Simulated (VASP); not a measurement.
# Li2S (Fm-3m) in VASP: single point with PBEsol

Aim: the single point of Li2S with PBEsol.

Program: VASP 6.6.1. These are calculated values, not measurements. Logs are shortened: lines on timing, memory, paths and dates and some standing lists are left out, and cuts for length are marked.

## Step 1: The cell of the first run

It takes space group Fm-3m (No. 225, cubic). The conventional cell has a = 6.035 Å, b = 6.035 Å, c = 6.035 Å, α = 90.00°, β = 90.00°, γ = 90.00°. Li (site symmetry -43m) has 4 S at 2.61 Å and 6 Li at 3.02 Å within 3.4 Å. Within 3.4 Å of S (site symmetry m-3m) lie 8 Li at 2.61 Å.

## Step 2: Single point, PBEsol (Na replaced by Li, lengths x 0.896, strained)

The input, INCAR:

```
PREC = Accurate
ENCUT = 750
EDIFF = 1E-6
ISMEAR = 0
SIGMA = 0.02
LREAL = F
LASPH = T
NELM = 120
ALGO = Normal
ISIF = 2
LWAVE = F
LCHARG = F
GGA = PS
NBANDS = 13
GGA_COMPAT = F
```

The input, KPOINTS:

```
regular mesh
0
Gamma
  8 8 8
```

The input, POSCAR:

```
Li2S
1.0
    0.0000000000      3.0176992933      3.0176992933
    3.0176992933      0.0000000000      3.0176992933
    3.0176992933      3.0176992933      0.0000000000
Li S
2 1
Direct
    0.2500000000      0.2500000000      0.2500000000
    0.7500000000      0.7500000000      0.7500000000
    0.0000000000      0.0000000000      0.0000000000
```

Potentials or basis: VASP PAW PBE potentials, release 64 (Li_sv, S).

On the command line:

```
> cat potpaw_PBE.64/Li_sv/POTCAR potpaw_PBE.64/S/POTCAR > POTCAR
> mpirun -np 1 vasp_std > vasp.out
```

OUTCAR:

```text
PREC = Accurate
   ENCUT = 750
   EDIFF = 1E-6
   ISMEAR = 0
   LREAL = F
   LASPH = T
   NELM = 120
   ISIF = 2
   GGA = PS

 ion  position               nearest neighbor table
   1  0.250  0.250  0.250-   3 2.61   3 2.61   3 2.61   3 2.61
   2  0.750  0.750  0.750-   3 2.61   3 2.61   3 2.61   3 2.61
   3  0.000  0.000  0.000-   2 2.61   2 2.61   2 2.61   1 2.61   2 2.61   1 2.61   1 2.61   1 2.61

  LATTYP: Found a face centered cubic cell.
 ALAT       =     6.0353985866

  Lattice vectors:

 A1 = (   0.0000000000,   3.0176992933,   3.0176992933)
 A2 = (   3.0176992933,   0.0000000000,   3.0176992933)
 A3 = (   3.0176992933,   3.0176992933,   0.0000000000)

Analysis of symmetry for initial positions (statically):
=====================================================================
 Subroutine PRICEL returns:
 Original cell was already a primitive cell.

 Routine SETGRP: Setting up the symmetry group for a
 face centered cubic supercell.

 Subroutine GETGRP returns: Found 48 space group operations
 (whereof 48 operations were pure point group operations)
 out of a pool of 48 trial point group operations.

The static configuration has the point symmetry O_h .

Analysis of symmetry for dynamics (positions and initial velocities):
=====================================================================
 Subroutine PRICEL returns:
 Original cell was already a primitive cell.

 Routine SETGRP: Setting up the symmetry group for a
 face centered cubic supercell.

 Subroutine GETGRP returns: Found 48 space group operations
 (whereof 48 operations were pure point group operations)
 out of a pool of 48 trial point group operations.

The dynamic configuration has the point symmetry O_h .

 Subroutine INISYM returns: Found 48 space group operations
 (whereof 48 operations are pure point group operations),
 and found     1 'primitive' translations

----------------------------------------------------------------------------------------

                                     Primitive cell

  volume of cell :      54.9614

  direct lattice vectors                    reciprocal lattice vectors
     0.000000000  3.017699293  3.017699293    -0.165689140  0.165689140  0.165689140
     3.017699293  0.000000000  3.017699293     0.165689140 -0.165689140  0.165689140
     3.017699293  3.017699293  0.000000000     0.165689140  0.165689140 -0.165689140

  length of vectors
     4.267671268  4.267671268  4.267671268     0.286982008  0.286982008  0.286982008

  position of ions in fractional coordinates (direct lattice)
     0.250000000  0.250000000  0.250000000
     0.750000000  0.750000000  0.750000000
     0.000000000  0.000000000  0.000000000

  ion indices of the primitive-cell ions
   primitive index   ion index
                 1           1
                 2           2
                 3           3

----------------------------------------------------------------------------------------

 KPOINTS: regular mesh

Automatic generation of k-mesh.
 Grid dimensions read from file:
 generate k-points for:    8    8    8

 Generating k-lattice:

  Cartesian coordinates                     Fractional coordinates (reciprocal lattice)
    -0.020711142  0.020711142  0.020711142     0.125000000  0.000000000  0.000000000
     0.020711142 -0.020711142  0.020711142     0.000000000  0.125000000  0.000000000
     0.020711142  0.020711142 -0.020711142     0.000000000  0.000000000  0.125000000

  Length of vectors
     0.035872751  0.035872751  0.035872751

  Shift w.r.t. Gamma in fractional coordinates (k-lattice)
     0.000000000  0.000000000  0.000000000

 Subroutine IBZKPT returns following result:
 ===========================================

 Found     29 irreducible k-points:

 Following reciprocal coordinates:
            Coordinates               Weight
  0.000000  0.000000  0.000000      1.000000
  0.125000  0.000000  0.000000      8.000000
  0.250000  0.000000  0.000000      8.000000
  0.375000  0.000000  0.000000      8.000000
  0.500000  0.000000  0.000000      4.000000
  0.125000  0.125000  0.000000      6.000000
[... 16 lines left out ...]
  0.500000  0.250000  0.125000     48.000000
 -0.375000  0.250000  0.125000     24.000000
 [... further k-points ...]
   k-points           NKPTS =     29   k-points in BZ     NKDIM =     29   number of bands    NBANDS=     13
   number of dos      NEDOS =    301   number of ions     NIONS =      3
   total plane-waves  NPLWV =  64000
   dimension x,y,z NGX =    40 NGY =   40 NGZ =   40
   dimension x,y,z NGXF=    80 NGYF=   80 NGZF=   80
   ions per type =               2   1
   NGX,Y,Z   is equivalent  to a cutoff of  15.58, 15.58, 15.58 a.u.
   NGXF,Y,Z  is equivalent  to a cutoff of  31.16, 31.16, 31.16 a.u.
 SYSTEM =  unknown system
   PREC   = accura    normal or accurate (medium, high low for compatibility)
   ISTART =      0    job   : 0-new  1-cont  2-samecut
   ICHARG =      2    charge: 1-file 2-atom 10-const
   ISPIN  =      1    spin polarized calculation?
   LNONCOLLINEAR =      F non collinear calculations
   LSORBIT =      F    spin-orbit coupling
   LASPH  =      T    aspherical Exc in radial PAW
   ENCUT  =  750.0 eV  55.12 Ry    7.42 a.u.   9.53  9.53  9.53*2*pi/ulx,y,z
   NELM   =    120;   NELMIN=  2; NELMDL= -5     # of ELM steps
   EDIFF  = 0.1E-05   stopping-criterion for ELM
   LREAL  =      F    real-space projection
   EDIFFG = 0.1E-04   stopping-criterion for IOM
   NSW    =      0    number of steps for IOM
   IBRION =     -1    ionic relax: 0-MD 1-quasi-New 2-CG
   NFREE  =      0    steps in history (QN), initial steepest desc. (CG)
   ISIF   =      2    stress and relaxation
   ISYM   =      2    0-nonsym 1-usesym 2-fastsym
   POTIM  = 0.5000    time-step for ionic-motion
   TEBEG  =    0.0;   TEEND  =   0.0 temperature during run
   PSTRESS=    0.0 pullay stress
   NELECT =      12.0000    total number of electrons
   NUPDOWN=      -1.0000    fix difference up-down
   EMIN   =  10.00;   EMAX   =-10.00  energy-range for DOS
   EFERMI =   0.00;   METHOD = LEGACY
   ISMEAR =     0;   SIGMA  =   0.02  broadening in eV -4-tet -1-fermi 0-gaus
   EFERMI_NEDOS =   21; number of points for ismear=-14 and -15
   IALGO  =     38    algorithm
   IMIX   =      4    mixing-type and parameters
     AMIX     =   0.40;   BMIX     =  1.00
     AMIX_MAG =   1.60;   BMIX_MAG =  1.00
  volume/ion in A,a.u.               =      18.32       123.63
  Fermi-wavevector in a.u.,A,eV,Ry     =   0.985786  1.862865 13.221787  0.971774
  Thomas-Fermi vector in A             =   2.117119
   LORBIT       =      0    0 simple, 1 ext, 2 COOP (PROOUT), +10 PAW based schemes
   GGA     = PS    functional components
   LHFCALC =     F    Hartree Fock is set to
   AEXX    =    0.0000 exact exchange contribution
   IVDW    =     0    specifies the selected vdW correction
   LEPSILON=     F    determine dielectric tensor
   LRPA    =     F    only Hartree local field effects (RPA)
 non-spin polarized calculation
 Gauss-broadening in eV      SIGMA  =   0.02
  energy-cutoff  :      750.00
  volume of cell :       54.96
 maximum number of plane-waves:      2637
 NGX is ok and might be reduce to    40
   NGX = 19   NGY = 19   NGZ = 19

 number of electron      12.0000003 magnetization

 Free energy of the ion-electron system (eV)
  ---------------------------------------------------
  ext. energy  EPLUGINS =         0.00000000
  ---------------------------------------------------
  free energy    TOTEN  =       -12.17865016 eV

  energy without entropy =      -12.17865016  energy(sigma->0) =      -12.17865016

 E-fermi :   0.6925     XC(G=0):  -8.0069

 val. band max:        0.4621341725   @ k =   0.0000   0.0000   0.0000
 cond. band min:       3.7556147182   @ k =   0.5000   0.5000   0.0000
 fundamental gap:      3.2934805458
 Fermi energy:         0.6924775485

 k-point     1 :       0.0000    0.0000    0.0000
  band No.  band energies     occupation
      1     -43.4044      2.00000
      2     -43.3815      2.00000
      3     -10.1481      2.00000
      4       0.4621      2.00000
      5       0.4621      2.00000
      6       0.4621      2.00000
      7       3.7701      0.00000
      8       6.4981      0.00000
      9       6.4981      0.00000
     10       6.4981      0.00000
     11      11.1209      0.00000
     12      11.1209      0.00000
     13      11.8750      0.00000

 k-point     2 :       0.1250    0.0000    0.0000
  band No.  band energies     occupation
      1     -43.4034      2.00000
      2     -43.3823      2.00000
      3     -10.1058      2.00000
      4      -0.0501      2.00000
      5       0.3941      2.00000
      6       0.3941      2.00000
      7       4.2061      0.00000
      8       6.6962      0.00000
      9       6.6962      0.00000
     10       6.7183      0.00000
     11      10.1315      0.00000
     12      10.1315      0.00000
     13      11.9404      0.00000

 k-point     3 :       0.2500    0.0000    0.0000
  band No.  band energies     occupation
      1     -43.4008      2.00000
      2     -43.3847      2.00000
      3      -9.9988      2.00000
      4      -0.9667      2.00000
      5       0.2444      2.00000
      6       0.2444      2.00000
      7       4.9309      0.00000
      8       6.9813      0.00000
      9       6.9813      0.00000
     10       7.2357      0.00000
     11       9.7504      0.00000
     12       9.7504      0.00000
     13      12.1750      0.00000
[... 305 lines left out ...]
 k-point    23 :       0.5000    0.2500    0.1250
  band No.  band energies     occupation
      1     -43.3961      2.00000
      2     -43.3890      2.00000
      3      -9.8252      2.00000
      4      -1.5022      2.00000
      5      -0.5395      2.00000
      6      -0.1415      2.00000
      7       5.6916      0.00000
      8       6.6169      0.00000
      9       7.8690      0.00000
     10       8.2132      0.00000
     11       9.5540      0.00000
     12      11.6829      0.00000
     13      13.2881      0.00000

 k-point    24 :      -0.3750    0.2500    0.1250
  band No.  band energies     occupation
      1     -43.3925      2.00000
      2     -43.3925      2.00000
      3      -9.7849      2.00000
      4      -1.6846      2.00000
      5      -0.5689      2.00000
      6      -0.2543      2.00000
      7       5.9660      0.00000
      8       6.3772      0.00000
      9       8.1556      0.00000
     10       8.5748      0.00000
     11       9.9454      0.00000
     12      11.0316      0.00000
     13      12.8854      0.00000

 [... further k-points ...]
[... 5 lines left out ...]
  --------------------------------------------------------------------------------------
  -------------------------------------------------------------------------------------
  Total       -1.9511042     -1.9511042     -1.9511042     -0.0000000     -0.0000000     -0.0000000
  in kB      -56.8765387    -56.8765387    -56.8765387     -0.0000000     -0.0000000     -0.0000000
  external PRESSURE =     -56.8765387 kB  Pullay stress =       0.0000000 kB

 VOLUME and BASIS-vectors are now :
 -----------------------------------------------------------------------------
  energy-cutoff  :      750.00
  volume of cell :       54.96
      direct lattice vectors                 reciprocal lattice vectors
     0.000000000  3.017699293  3.017699293    -0.165689140  0.165689140  0.165689140
     3.017699293  0.000000000  3.017699293     0.165689140 -0.165689140  0.165689140
     3.017699293  3.017699293  0.000000000     0.165689140  0.165689140 -0.165689140

 POSITION                                       TOTAL-FORCE (eV/Angst)
 -----------------------------------------------------------------------------------
      1.50885      1.50885      1.50885        -0.000000     -0.000000     -0.000000
      4.52655      4.52655      4.52655         0.000000     -0.000000      0.000000
      0.00000      0.00000      0.00000         0.000000      0.000000     -0.000000
 -----------------------------------------------------------------------------------
    total drift:                                0.000000     -0.000000      0.000000

  FREE ENERGIE OF THE ION-ELECTRON SYSTEM (eV)
  ---------------------------------------------------
  free  energy   TOTEN  =       -12.1786501567 eV

  energy  without entropy=      -12.1786501567  energy(sigma->0) =      -12.17865016
```

Wall time 36 s (1 thread of Intel Xeon Platinum 8488C (Sapphire Rapids), shared host); peak memory 0.23 GiB.

Results:

| Quantity | Value |
| --- | --- |
| Free energy | -12.1787 eV |
| Pressure | -5.7 GPa |
| Band gap on the k mesh | 3.29 eV, indirect (least direct gap 3.31 eV) |

Caveat: the cell differs from its parent crystal (Na replaced by Li, lengths x 0.896, strained); the PAW data sets were made with another functional, which shifts forces and pressure a little.
